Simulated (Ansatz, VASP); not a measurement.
Two plane-wave programs on LiF

File INCAR:

```
SYSTEM = LiF
  PREC = Accurate
  ENCUT = 750
  EDIFF = 1E-6
  ISMEAR = 0
  SIGMA = 0.01
  LREAL = .FALSE.
  LASPH = .TRUE.
  NELM = 120
  ALGO = Normal
  ISIF = 2
  LWAVE = .FALSE.
  LCHARG = .FALSE.
  GGA = PS
  NBANDS = 12
  GGA_COMPAT = .FALSE.
```

File KPOINTS:

```
Automatic mesh
0
G
  10 10 10
  0 0 0
```

POSCAR

```
LiF
1.0
    0.0000000000      1.9948691814      1.9948691814
    1.9948691814      0.0000000000      1.9948691814
    1.9948691814      1.9948691814      0.0000000000
Li F
1 1
Direct
    0.0000000000      0.0000000000      0.0000000000
    0.5000000000      0.5000000000      0.5000000000
```

Input for Ansatz:

```yaml
crystal:
  lattice:
    - [0.0, 1.9948691814, 1.9948691814]
    - [1.9948691814, 0.0, 1.9948691814]
    - [1.9948691814, 1.9948691814, 0.0]
  atoms:
    - { symbol: Li, position: [0.0, 0.0, 0.0] }
    - { symbol: F, position: [0.5, 0.5, 0.5] }
kpoints:
  mp_grid: { grid: [10, 10, 10] }
hamiltonian:
  xc: pbesol
scf:
  occupations: { method: fixed }
output:
  optics:
    e_range: [0, 30]
    de: 0.05
    sigma: 0.03
    scissors: 0
    scheme: gaussian
    bands: auto
    kdotp_interpolation: "off"
```

Alike in both runs: task single point; functional PBEsol; k mesh 10 × 10 × 10; no spin polarisation.

```csv
,VASP,Ansatz
version,VASP 6.6.1,Ansatz 0.2.0
potentials or method,"VASP PAW PBE potentials, release 64 (Li_sv, F)","plane waves, PAW"
plane-wave cutoff (eV),750,420
occupations,"gaussian, width 0.01 eV",fixed
valence electrons in the cell,10,10
```

```tsv
	VASP	Ansatz	Ansatz less VASP
gap on the k mesh at the Fermi level (eV)	9.16	9.17	+0.009
```

VASP's potentials were made for PBE, not for PBEsol.
